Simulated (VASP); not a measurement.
**Pd: single point with r2SCAN**

The system is Pd.

```
Pd
1.0
    -1.63196    1.63196    1.63196
     1.63196   -1.63196    1.63196
     1.63196    1.63196   -1.63196
Pd
1
Direct
  0.00000 0.00000 0.00000
```

This cell differs from its parent crystal: functional r2SCAN, strained.

```yaml
Program: VASP 6.6.1
Task: single point
Functional: r2SCAN
Potentials_or_basis: VASP PAW PBE potentials, release 64 (Pd)
Cutoff: 520 eV
k_mesh: 18 × 18 × 18
Occupations: gaussian, width 0.1 eV
Spin: no spin polarisation
```

```
Pressure               : -17.3 GPa
Band gap on the k mesh : zero (band 5 reaches 7.57 eV, above the bottom of band 6 at 6.23 eV)
```

Levels at points of the mesh, in eV from the Fermi level:
| k point | band 1 | band 2 | band 3 | band 4 | band 5 | band 6 | band 7 | band 8 | band 9 | band 10 |
| --- | --- | --- | --- | --- | --- | --- | --- | --- | --- | --- |
| (0.00, 0.00, 0.00) | -5.94 | -2.36 | -2.36 | -2.36 | -0.81 | -0.81 | 19.84 | 19.84 | 19.84 | 23.21 |
| (0.50, 0.00, 0.00) | -4.23 | -3.31 | -0.87 | -0.65 | 0.45 | 1.98 | 7.04 | 15.40 | 17.01 | 22.93 |
| (0.50, 0.50, 0.50) | -4.16 | -4.16 | 0.16 | 0.16 | 0.16 | 9.15 | 9.15 | 9.15 | 15.80 | 16.54 |

It took 110 s on 1 thread of AMD EPYC 9R45 96-Core Processor (Zen 5), on a shared host, peak memory 0.14 GiB.

Caveat: the cell differs from its parent crystal (functional r2SCAN, strained); the PAW data sets were made with another functional, which shifts forces and pressure a little.
